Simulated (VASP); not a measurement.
Wanted: the native input for a VASP 6.6.1 run.

* Task: single point
* Functional: PBE
* Potentials or basis: VASP PAW PBE potentials, release 64 (Nb_sv)
* Cutoff: 520 eV
* k mesh: 16 × 16 × 9
* Occupations: fermi-dirac, width 0.05 eV
* Spin: no spin polarisation
* Dipole correction: no
* Further INCAR settings: ALGO = Normal; EDIFF = 1e-07; NBANDS = 20

The structure of Nb lies in POSCAR:

```
Nb
1.0
    2.7955884708      0.0000000000      0.0000000000
   -1.3977942354      2.4210506342      0.0000000000
    0.0000000000      0.0000000000      5.0745706227
Nb
2
Direct
    0.3333333333      0.6666666667      0.2500000000
    0.6666666667      0.3333333333      0.7500000000
```

This isn't the form of Nb at room conditions, which is bcc.

The input as run:

INCAR

```
SYSTEM = Nb
PREC     = Accurate       ! precision mode
ENCUT    = 520            ! plane-wave cutoff, eV
EDIFF    = 1E-7           ! SCF threshold, eV
ISMEAR   = -1             ! smearing method
SIGMA    = 0.05           ! smearing width, eV
LREAL    = .FALSE.        ! projectors in reciprocal space
LASPH    = .TRUE.         ! aspherical terms in the spheres
NELM     = 100            ! most SCF steps
ALGO     = Normal         ! electronic algorithm
ISIF     = 2              ! what is computed and relaxed
LWAVE    = .FALSE.        ! write WAVECAR
LCHARG   = .FALSE.        ! write CHGCAR
GGA      = PE             ! functional
NBANDS   = 20             ! bands
```

KPOINTS

```
Automatic mesh
0
G
  16 16 9
  0 0 0
```

Potentials or basis: VASP PAW PBE potentials, release 64 (Nb_sv).

Command:

```bash
$ cat potpaw_PBE.64/Nb_sv/POTCAR > POTCAR
$ mpirun -np 1 vasp_std > vasp.out
```

It gave:

| Item | Value |
| --- | --- |
| Pressure | 15.4 GPa |
| Band gap on the k mesh | zero (bands 13 and 14 overlap by 2.68 eV) |

Caveat: the cell stands under pressure.

Wall time 43 s on 1 thread of Intel(R) Xeon(R) 6975P-C (Granite Rapids) (shared host), peak memory 0.21 GiB.
